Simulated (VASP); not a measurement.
A run of VASP 6.6.1 is set up as follows.

Contents of INCAR:

```
PREC = Accurate
ENCUT = 520
EDIFF = 1E-6
ISMEAR = -1
SIGMA = 0.05
LREAL = False
LASPH = True
NELM = 60
ALGO = Normal
ISIF = 2
LWAVE = False
LCHARG = False
GGA = PE
NBANDS = 10
```

The input KPOINTS:

```
Automatic mesh
0
Gamma
  5 5 5
```

File POSCAR:

```
Rb
1.0
   -2.8025000000      2.8025000000      2.8025000000
    2.8025000000     -2.8025000000      2.8025000000
    2.8025000000      2.8025000000     -2.8025000000
Rb
1
Direct
    0.0000000000      0.0000000000      0.0000000000
```

Potentials or basis: VASP PAW PBE potentials, release 64 (Rb_sv).

The run is started by

```console
$ cat potpaw_PBE.64/Rb_sv/POTCAR > POTCAR
$ mpirun -np 1 vasp_std > vasp.out
```

Q: Predict the band gap on the k mesh.

A: Zero (an odd number of electrons rules out a gap without spin polarisation).

Q: What does it give for the pressure?

A: 0.1 GPa.
